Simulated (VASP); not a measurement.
Ge, 2 atoms in the cell. It takes space group Fd-3m (No. 227, cubic). Conventional cell: a = 5.658 Å, b = 5.658 Å, c = 5.658 Å, α = 90.00°, β = 90.00°, γ = 90.00°. Within 3.2 Å of Ge (site symmetry -43m) lie 4 Ge at 2.45 Å. 

| Quantity | Value |
| --- | --- |
| Program | VASP 6.6.1 |
| Task | electric field gradients |
| Functional | PBE |
| Potentials or basis | VASP PAW PBE potentials, release 64 (Ge_d) |
| Cutoff | 410 eV |
| k mesh | 8 × 8 × 8 |
| Occupations | fermi-dirac, width 0.05 eV |
| Spin | collinear spin, zero start |
| Starting moments | [0.0, 0.0] μB |
| Dipole correction | no |
| Further INCAR settings | ALGO = Normal; EDIFF = 1e-08; NBANDS = 25 |

Potentials or basis: VASP PAW PBE potentials, release 64 (Ge_d).

The run is started by

```console
$ cat potpaw_PBE.64/Ge_d/POTCAR > POTCAR
$ mpirun -np 1 vasp_std > vasp.out
```

Hardware: 1 thread of Intel(R) Xeon(R) Platinum 8488C (Sapphire Rapids) (shared host).

Problem. Estimate the wall time of this run.

Solution. It took 41 s on 1 thread of Intel(R) Xeon(R) Platinum 8488C (Sapphire Rapids), on a shared host, peak memory 0.18 GiB. Counts: scf iterations 16, k points 29.
